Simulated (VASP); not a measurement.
# SnTe3 (Fm-3m) in VASP: a series of runs, part 2 of 2

VASP 6.6.1. The steps go on from the part before.

## (4) Single point, r2SCAN

This run uses another cell than the first one, of 28.78 Å³/atom, 0.943 times its volume.

The input, POSCAR:

```
SnTe3
1.0
    0.0000000000      3.8612190000      3.8612190000
    3.8612190000      0.0000000000      3.8612190000
    3.8612190000      3.8612190000      0.0000000000
Te Sn
3 1
Direct
    0.5000000000      0.5000000000      0.5000000000
    0.7500000000      0.7500000000      0.7500000000
    0.2500000000      0.2500000000      0.2500000000
    0.0000000000      0.0000000000      0.0000000000
```

The input, INCAR.step1:

```
SYSTEM = SnTe3
PREC     = Accurate       ! precision mode
ENCUT    = 520            ! plane-wave cutoff, eV
ISMEAR   = -1             ! smearing method
SIGMA    = 0.05           ! smearing width, eV
LREAL    = .False.        ! projectors in reciprocal space
LASPH    = .True.         ! aspherical terms in the spheres
NELM     = 60             ! most SCF steps
NBANDS   = 24             ! bands
GGA      = PE             ! functional
ALGO     = Normal         ! electronic algorithm
EDIFF    = 1E-4           ! SCF threshold, eV
LWAVE    = .True.         ! write WAVECAR
LCHARG   = .False.        ! write CHGCAR
```

The input, INCAR.step2:

```
SYSTEM = SnTe3
PREC     = Accurate       ! precision mode
ENCUT    = 520            ! plane-wave cutoff, eV
EDIFF    = 1E-6           ! SCF threshold, eV
ISMEAR   = -1             ! smearing method
SIGMA    = 0.05           ! smearing width, eV
LREAL    = .False.        ! projectors in reciprocal space
LASPH    = .True.         ! aspherical terms in the spheres
NELM     = 60             ! most SCF steps
ALGO     = Normal         ! electronic algorithm
ISIF     = 2              ! what is computed and relaxed
LWAVE    = .False.        ! write WAVECAR
LCHARG   = .False.        ! write CHGCAR
METAGGA  = R2SCAN         ! meta-GGA
LMIXTAU  = .True.       
NBANDS   = 24             ! bands
ISTART   = 1
```

The input, KPOINTS:

```
Automatic mesh
0
Gamma
  4 4 4
  0 0 0
```

Potentials or basis: VASP PAW PBE potentials, release 64 (Te, Sn_d).

On the command line:

```sh
$ cat potpaw_PBE.64/Te/POTCAR potpaw_PBE.64/Sn_d/POTCAR > POTCAR
$ cp INCAR.step1 INCAR
$ mpirun -np 1 vasp_std > vasp.out
$ cp INCAR.step2 INCAR
$ mpirun -np 1 vasp_std > vasp.out
```

OUTCAR:

```text
SYSTEM = SnTe3
   PREC = Accurate
   ENCUT = 520
   EDIFF = 1E-6
   ISMEAR = -1
   LREAL = .False.
   LASPH = .True.
   NELM = 60
   ISIF = 2
   METAGGA = R2SCAN
   ISTART = 1

 ion  position               nearest neighbor table
   1  0.500  0.500  0.500-   3 3.34   3 3.34   3 3.34   2 3.34   3 3.34   2 3.34   2 3.34   2 3.34

   2  0.750  0.750  0.750-   1 3.34   1 3.34   1 3.34   1 3.34   4 3.34   4 3.34   4 3.34   4 3.34

   3  0.250  0.250  0.250-   4 3.34   4 3.34   4 3.34   1 3.34   4 3.34   1 3.34   1 3.34   1 3.34

   4  0.000  0.000  0.000-   2 3.34   2 3.34   2 3.34   2 3.34   3 3.34   3 3.34   3 3.34   3 3.34

  LATTYP: Found a face centered cubic cell.
 ALAT       =     7.7224380000

  Lattice vectors:

 A1 = (   0.0000000000,   3.8612190000,   3.8612190000)
 A2 = (   3.8612190000,   0.0000000000,   3.8612190000)
 A3 = (   3.8612190000,   3.8612190000,   0.0000000000)

Analysis of symmetry for initial positions (statically):
=====================================================================
 Subroutine PRICEL returns:
[... 155 lines left out ...]

  energy without entropy =      -99.90654504  energy(sigma->0) =      -99.92881974

 E-fermi :   7.6611     XC(G=0): -10.5646

 val. band max:        7.5895929687   @ k =   0.5000   0.5000   0.0000
 cond. band min:       7.6959834082   @ k =   0.2500   0.2500   0.0000
 fundamental gap:      0.1063904395
 Fermi energy:         7.6611269056

 k-point     1 :       0.0000    0.0000    0.0000
  band No.  band energies     occupation
      1     -14.7440      2.00000
      2     -14.7440      2.00000
      3     -14.7440      2.00000
      4     -14.7383      2.00000
      5     -14.7383      2.00000
      6      -6.4113      2.00000
[... 205 lines left out ...]
     23      14.9424      0.00000
     24      15.2850      0.00000

------------------------ aborting loop because EDIFF is reached ----------------------------------------

  FORCE on cell =-STRESS in cart. coord.  units (eV):
  Direction    XX          YY          ZZ          XY          YZ          ZX
  --------------------------------------------------------------------------------------
  -------------------------------------------------------------------------------------
  Total        0.3048315      0.3048315      0.3048315      0.0000000      0.0000000      0.0000000
  in kB        4.2419648      4.2419648      4.2419648      0.0000000      0.0000000      0.0000000
  external PRESSURE =       4.2419648 kB  Pullay stress =       0.0000000 kB

 VOLUME and BASIS-vectors are now :
 -----------------------------------------------------------------------------
  energy-cutoff  :      520.00
  volume of cell :      115.13
      direct lattice vectors                 reciprocal lattice vectors
     0.000000000  3.861219000  3.861219000    -0.129492785  0.129492785  0.129492785
     3.861219000  0.000000000  3.861219000     0.129492785 -0.129492785  0.129492785
     3.861219000  3.861219000  0.000000000     0.129492785  0.129492785 -0.129492785

 POSITION                                       TOTAL-FORCE (eV/Angst)
 -----------------------------------------------------------------------------------
      3.86122      3.86122      3.86122         0.000000     -0.000000     -0.000000
      5.79183      5.79183      5.79183         0.000000      0.000000      0.000000
      1.93061      1.93061      1.93061        -0.000000     -0.000000     -0.000000
      0.00000      0.00000      0.00000         0.000000     -0.000000     -0.000000
 -----------------------------------------------------------------------------------
    total drift:                               -0.000000      0.000000      0.000000

  FREE ENERGIE OF THE ION-ELECTRON SYSTEM (eV)
  ---------------------------------------------------
  free  energy   TOTEN  =       -99.9510944367 eV

  energy  without entropy=      -99.9065450414  energy(sigma->0) =      -99.92881974
```

OUTCAR.step1:

```text
SYSTEM = SnTe3
   PREC = Accurate
   ENCUT = 520
   ISMEAR = -1
   LREAL = .False.
   LASPH = .True.
[... 428 lines left out ...]
      5.79183      5.79183      5.79183        -0.000000      0.000000      0.000000
      1.93061      1.93061      1.93061         0.000000     -0.000000      0.000000
      0.00000      0.00000      0.00000        -0.000000     -0.000000     -0.000000
 -----------------------------------------------------------------------------------
    total drift:                               -0.000000      0.000000      0.000000

  FREE ENERGIE OF THE ION-ELECTRON SYSTEM (eV)
  ---------------------------------------------------
  free  energy   TOTEN  =       -12.6460448665 eV

  energy  without entropy=      -12.6021355029  energy(sigma->0) =      -12.62409018
```

OSZICAR.step1:

```text
N       E                     dE             d eps       ncg     rms          rms(c)
DAV:   1     0.229515317985E+03    0.22952E+03   -0.13360E+04   384   0.135E+03
DAV:   2     0.120431404316E+02   -0.21747E+03   -0.20390E+03   408   0.344E+02
DAV:   3    -0.117552448310E+02   -0.23798E+02   -0.22718E+02   472   0.102E+02
DAV:   4    -0.126773278155E+02   -0.92208E+00   -0.91906E+00   440   0.212E+01
DAV:   5    -0.127133570802E+02   -0.36029E-01   -0.36028E-01   584   0.441E+00    0.105E+01
DAV:   6    -0.126439687697E+02    0.69388E-01   -0.18119E-01   488   0.228E+00    0.652E+00
DAV:   7    -0.126456550685E+02   -0.16863E-02   -0.45268E-02   504   0.117E+00    0.204E+00
DAV:   8    -0.126460962357E+02   -0.44117E-03   -0.30408E-03   432   0.319E-01    0.434E-01
DAV:   9    -0.126460448665E+02    0.51369E-04   -0.48156E-04   512   0.183E-01
   1 F= -.12646045E+02 E0= -.12624090E+02  d E =-.439094E-01
```

Run time: 58 s. Hardware: 1 thread of Intel Xeon 6975P-C (Granite Rapids), shared host; peak memory 0.28 GiB.

Results:

| Item | Value |
| --- | --- |
| Free energy | -99.9511 eV |
| Pressure | 0.4 GPa |
| Band gap on the k mesh | zero (band 16 reaches 8.04 eV, above the bottom of band 17 at 5.69 eV) |

Levels at points of the mesh, in eV from the Fermi level:
```tsv
k point	band 14	band 15	band 16	band 17	band 18	band 19
(0.00, 0.00, 0.00)	-3.47	-3.47	-1.97	-1.97	-1.97	3.51
(0.50, 0.00, 0.00)	-2.15	-2.00	0.37	0.37	1.29	1.94
(0.50, 0.50, 0.00)	-0.72	-0.72	-0.07	0.09	0.09	2.20
```

Caveat: the PAW data sets were made with another functional, which shifts forces and pressure a little; spin-orbit coupling is left out, which moves the levels of the heavy elements.

## (5) The runs side by side

| level | potentials or basis | cell | k mesh | gap on the mesh (eV) | pressure (GPa) |
| --- | --- | --- | --- | --- | --- |
| r2SCAN | VASP PAW PBE potentials, release 64 (Te, Sn_d) | a = 5.568 Å, angles 60.0°, 4 atoms | 6 × 6 × 6 | none | -2.6 |
| LDA | VASP PAW LDA potentials, release 64 (Te, Sn_d) | a = 5.461 Å, angles 60.0°, 4 atoms | 6 × 6 × 6 | none | -3.8 |
| r2SCAN | VASP PAW PBE potentials, release 64 (Te, Sn_d) | a = 5.461 Å, angles 60.0°, 4 atoms | 4 × 4 × 4 | none | 0.4 |

Alike in all rows: task single point; no spin polarisation; cutoff (eV) 520; smearing fermi-dirac 0.05 eV.

Caveats: spin-orbit coupling is left out, which moves the levels of the heavy elements; the PAW data sets were made with another functional, which shifts forces and pressure a little (some runs).

Absolute energies hang on the potentials; compare differences alone.
